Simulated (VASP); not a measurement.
A run of VASP 6.6.1 is set up as follows.

File INCAR:

```
SYSTEM = FeSi16
PREC     = Accurate       ! precision mode
ENCUT    = 520            ! plane-wave cutoff, eV
EDIFF    = 1E-7           ! SCF threshold, eV
ISMEAR   = 0              ! smearing method
SIGMA    = 0.05           ! smearing width, eV
LREAL    = Auto         
LASPH    = .TRUE.         ! aspherical terms in the spheres
NELM     = 150            ! most SCF steps
ALGO     = Normal         ! electronic algorithm
ISIF     = 2              ! what is computed and relaxed
LWAVE    = .FALSE.        ! write WAVECAR
LCHARG   = .FALSE.        ! write CHGCAR
ISPIN    = 2              ! spin polarisation
MAGMOM   = 0 0 0 0 0 0 0 0 0 0 0 0 0 0 0 0 2.5 ! initial moments
LORBIT   = 11             ! projections on sites
LMAXMIX  = 4              ! l up to which the mixer works
GGA      = PS             ! functional
NBANDS   = 54             ! bands
```

The input KPOINTS:

```
Automatic mesh
0
G
  2 2 2
  0 0 0
```

File POSCAR:

```
FeSi16
1.0
    0.0000000000      5.4300000000      5.4300000000
    5.4300000000      0.0000000000      5.4300000000
    5.4300000000      5.4300000000      0.0000000000
Si Fe
16 1
Direct
    0.0019573058     -0.0059208611      0.0016525864
    0.1271977617      0.1159050495      0.1271025894
   -0.0098798985      0.0043240510      0.5024245914
    0.1276038799      0.1155010397      0.6291992978
    0.0033541938      0.4920633874      0.0033791145
    0.1261580866      0.6213291150      0.1258461731
    0.0040143769      0.4917053522      0.5002513986
    0.1199066269      0.6209087438      0.6292022944
    0.5025311654      0.0043242883     -0.0098414054
    0.6294820408      0.1156030912      0.1273668297
    0.5030227850      0.0042753288      0.5027765024
    0.6161314678      0.1518580741      0.6161567301
    0.5006029583      0.4918065238      0.0037953014
    0.6291971426      0.6209718438      0.1201103526
    0.4911325954      0.5265323629      0.4913660481
    0.6299317479      0.6204707847      0.6296629600
    0.7425878138      0.7715825650      0.7427179356
```

Potentials or basis: VASP PAW PBE potentials, release 64 (Si, Fe).

Run with:

```bash
$ cat potpaw_PBE.64/Si/POTCAR potpaw_PBE.64/Fe/POTCAR > POTCAR
$ mpirun -np 1 vasp_std > vasp.out
```

Question: What does it give for the pressure?

Answer: 0.2 GPa.

Question: Predict the net moment.

Answer: 2.00 μB per cell.

Question: Predict the largest force.

Answer: 0.033 eV/Å.

Question: What does it give for the site moments?

Answer: Si -0.00, +0.01, +0.00, +0.03; Fe +1.63 μB.

Forces on the atoms (eV/Å):
```
Si   0.006 -0.002  0.004
Si  -0.002  0.013 -0.001
Si   0.007  0.002 -0.008
Si  -0.019 -0.003  0.004
Si   0.002 -0.002  0.003
Si  -0.006  0.002 -0.004
Si   0.004  0.000 -0.004
Si  -0.009  0.013  0.026
Si  -0.006  0.000  0.008
Si   0.002 -0.001 -0.018
Si   0.000  0.009 -0.001
Si   0.004 -0.008  0.004
Si  -0.004 -0.001  0.003
Si   0.024  0.012 -0.009
Si  -0.009 -0.001 -0.006
Si  -0.007 -0.031 -0.009
Fe   0.010 -0.003  0.009
```

Caveat: the k points lie up to 0.50 Å⁻¹ apart; the PAW data sets were made with another functional, which shifts forces and pressure a little.
